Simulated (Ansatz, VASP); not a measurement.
# Ag in VASP and in Ansatz

Contents of INCAR:

```
PREC = Accurate
ENCUT = 520
EDIFF = 1E-6
ISMEAR = 0
SIGMA = 0.15
LREAL = False
LASPH = True
NELM = 60
ALGO = Fast
ISIF = 2
LWAVE = False
LCHARG = False
GGA = PE
NBANDS = 18
```

Contents of KPOINTS:

```
Automatic mesh
0
Gamma
  24 24 12
```

Contents of POSCAR:

```
Ag
1.0
    2.7572337582      0.0000000000      0.0000000000
   -1.3786168791      2.3878344788      0.0000000000
    0.0000000000      0.0000000000      5.4090750940
Ag
2
Direct
    0.3333333333      0.6666666667      0.2500000000
    0.6666666667      0.3333333333      0.7500000000
```

Input for Ansatz:

```yaml
crystal:
  lattice:
    - [2.7572337582, 0.0, 0.0]
    - [-1.3786168791, 2.3878344788, 0.0]
    - [0.0, 0.0, 5.409075094]
  atoms:
    - { symbol: Ag, position: [0.3333333333, 0.6666666667, 0.25] }
    - { symbol: Ag, position: [0.6666666667, 0.3333333333, 0.75] }
basis:
  ecutwfc: 420
kpoints:
  mp_grid: { grid: [24, 24, 12] }
hamiltonian:
  xc: pbe
scf:
  occupations: { method: gaussian, width: 0.15 }
output:
  forces: true
  stress: true
  eigenvalues: true
```

Alike in both runs: task single point; functional PBE; k mesh 24 × 24 × 12; occupations gaussian, width 0.15 eV; no spin polarisation.

|  | VASP | Ansatz |
| --- | --- | --- |
| version | VASP 6.6.1 | Ansatz 0.2.0 |
| potentials or method | VASP PAW PBE potentials, release 64 (Ag), cutoff 520 eV | scalar-relativistic, plane waves, PAW |
| valence electrons in the cell | 22 | 38 |

Ansatz gave:

```
gap on the k mesh at the Fermi level (eV)                     : none
pressure (GPa)                                                : 4.7
traceless stress, the component that is largest in VASP (GPa) : -12.25
```

Q: Which values does VASP return?

A: gap on the k mesh at the Fermi level (eV): none; pressure (GPa): 4.6; traceless stress, the component that is largest in VASP (GPa): -12.15.

A gap of «none» marks a metal or a gap that the smearing closes. With one functional, cell and mesh, what is left measures potentials, basis and numerics. VASP's potentials hold 22 valence electrons a cell and Ansatz's 38, so a difference there can come from the potentials and not from the codes.
